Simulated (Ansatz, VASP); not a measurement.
## Two plane-wave programs on AlCu3

```
Al Cu
1.0
     3.71324    0.00000    0.00000
     0.00000    3.71324    0.00000
     0.00000    0.00000    3.71324
Al Cu
1 3
Direct
  0.00000 0.00000 0.00000
  0.50000 0.50000 0.00000
  0.50000 0.00000 0.50000
  0.00000 0.50000 0.50000
```

Alike in both runs: task single point; functional r2SCAN; k mesh 12 × 12 × 12; occupations gaussian, width 0.1 eV; no spin polarisation.

```csv
,VASP,Ansatz
version,VASP 6.6.1,Ansatz 0.2.0
potentials or method,"VASP PAW PBE potentials, release 64 (Al, Cu), cutoff 520 eV","scalar-relativistic, plane waves, PAW"
valence electrons in the cell,36,60
```

```tsv
	VASP	Ansatz	Ansatz less VASP
gap on the k mesh at the Fermi level (eV)	none	none	-
pressure (GPa)	-7.3	-7.7	-0.37
```

VASP's potentials were made for PBE, not for r2SCAN. A gap of «none» marks a metal or a gap that the smearing closes. The functional is the same, so the differences come from potentials, cutoffs and numerics. VASP's potentials hold 36 valence electrons a cell and Ansatz's 60, so a difference there can come from the potentials and not from the codes.
